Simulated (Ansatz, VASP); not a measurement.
# One calculation of Zn4Se3S, two programs

The input INCAR:

```
SYSTEM = Zn4Se3S
ALGO = Normal
EDIFF = 1E-7
ENCUT = 520
GGA = CA
ISIF = 2
ISMEAR = 0
LASPH = .True.
LCHARG = .False.
LREAL = .False.
LWAVE = .False.
NBANDS = 46
NELM = 80
PREC = Accurate
SIGMA = 0.02
```

The input KPOINTS:

```
k-points
0
Gamma
  8 8 4
  0 0 0
```

The input POSCAR:

```
Zn4Se3S
1.0
   -2.7733727182      2.7733727182      0.0000000000
   -2.7743839938     -5.5477567119      2.7192222379
    2.7744642288      2.7744642288      5.4396715629
Zn S Se
4 1 3
Direct
    0.0075537046      0.0151074092      0.0019637817
    0.7460554627      0.4921109253      0.2386347020
    0.4981564018     -0.0036871963      0.4996692677
    0.2483200433      0.4966400866      0.7600105650
    0.1883877966      0.3767755931      0.0636554912
    0.9357348551      0.8714697102      0.3078095606
    0.6874039794      0.3748079588      0.5618818364
    0.4383877566      0.8767755133      0.8163747953
```

Input for Ansatz:

```yaml
crystal:
  lattice:
    - [-2.7733727182, 2.7733727182, 0.0]
    - [-2.7743839938, -5.5477567119, 2.7192222379]
    - [2.7744642288, 2.7744642288, 5.4396715629]
  atoms:
    - { symbol: Zn, position: [0.0075537046, 0.0151074092, 0.0019637817] }
    - { symbol: Zn, position: [0.7460554627, 0.4921109253, 0.238634702] }
    - { symbol: Zn, position: [0.4981564018, -0.0036871963, 0.4996692677] }
    - { symbol: Zn, position: [0.2483200433, 0.4966400866, 0.760010565] }
    - { symbol: S, position: [0.1883877966, 0.3767755931, 0.0636554912] }
    - { symbol: Se, position: [0.9357348551, 0.8714697102, 0.3078095606] }
    - { symbol: Se, position: [0.6874039794, 0.3748079588, 0.5618818364] }
    - { symbol: Se, position: [0.4383877566, 0.8767755133, 0.8163747953] }
basis:
  ecutwfc: 420
kpoints:
  mp_grid: { grid: [8, 8, 4] }
  band_path:
    path:
      - [[0.0, 0.0, 0.0], [-0.54748766, 0.27374383, 0.0]]
      - [[-0.45251234, 0.72625617, 0.0], [0.0, 0.5, 0.0], [0.0, 0.0, 0.0], [0.0, 0.5, -0.5], [-0.47003109, 0.73501554, -0.5]]
      - [[-0.52996891, 0.26498446, -0.5], [0.0, 0.0, -0.5], [0.0, 0.0, 0.0]]
      - [[-0.5, 0.5, -0.5], [0.0, 0.0, 0.0], [-0.5, 0.5, 0.0]]
    npoints: 10
hamiltonian:
  xc: lda
  pseudopotentials: { kind: paw, azcp: { folder: soft_1 } }
scf:
  occupations: { method: gaussian, width: 0.02 }
  n_extra_bands: 10
output:
  forces: true
  stress: true
  eigenvalues: true
```

Alike in both runs: task single point; functional LDA; k mesh 8 × 8 × 4; occupations gaussian, width 0.02 eV; no spin polarisation.

|  | VASP | Ansatz |
| --- | --- | --- |
| version | VASP 6.6.1 | Ansatz 0.2.0 |
| potentials or method | VASP PAW LDA potentials, release 64 (Zn, S, Se), cutoff 520 eV | scalar-relativistic, plane waves, PAW |
| valence electrons in the cell | 72 | 102 |

```csv
,VASP,Ansatz,Ansatz less VASP
gap on the k mesh at the Fermi level (eV),1.37,1.33,-0.041
least direct gap on the mesh (eV),1.37,1.33,-0.041
pressure (GPa),-0.2,-0.5,-0.35
"traceless stress, the component that is largest in VASP (GPa)",0.50,0.51,+0.003
rms of the force components (eV/Å),0.003,0.000,-0.0031
```

Ansatz warns that its potentials were made for another functional, while VASP's fit it. LDA's correlation is that of Perdew and Zunger in VASP and of Perdew and Wang (1992) in Ansatz. Atom by atom the forces differ by 0.003 eV/Å (rms over components). VASP's potentials hold 72 valence electrons a cell and Ansatz's 102, so a difference there can come from the potentials and not from the codes.
